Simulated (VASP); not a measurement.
S, 1 atom in the cell. The structure is cubic, space group Im-3m (No. 229). The conventional cell has a = 3.103 Å, b = 3.103 Å, c = 3.103 Å, α = 90.00°, β = 90.00°, γ = 90.00°. S (site symmetry m-3m) has 14 S at 2.69 to 3.10 Å within 3.5 Å. This isn't the form of S at room conditions, which is orthorhombic, of S8 rings.

- Program: VASP 6.6.1
- Task: single point
- Functional: PBE
- Potentials or basis: VASP PAW PBE potentials, release 64 (S)
- Cutoff: 500 eV
- k mesh: 18 × 18 × 18
- Occupations: gaussian, width 0.1 eV
- Spin: no spin polarisation
- Dipole correction: no
- Further INCAR settings: ALGO = Normal; EDIFF = 1e-06; NBANDS = 9

Potentials or basis: VASP PAW PBE potentials, release 64 (S).

Run with:

```console
$ cat potpaw_PBE.64/S/POTCAR > POTCAR
$ mpirun -np 1 vasp_std > vasp.out
```

Hardware: 1 thread of Intel(R) Xeon(R) Platinum 8488C (Sapphire Rapids), with other jobs on the host.

Task: How long does it take, and how much memory?

Result: It took 9.9 s on 1 thread of Intel(R) Xeon(R) Platinum 8488C (Sapphire Rapids) (shared host), peak memory 0.13 GiB. Counts: scf iterations 10, k points 195.
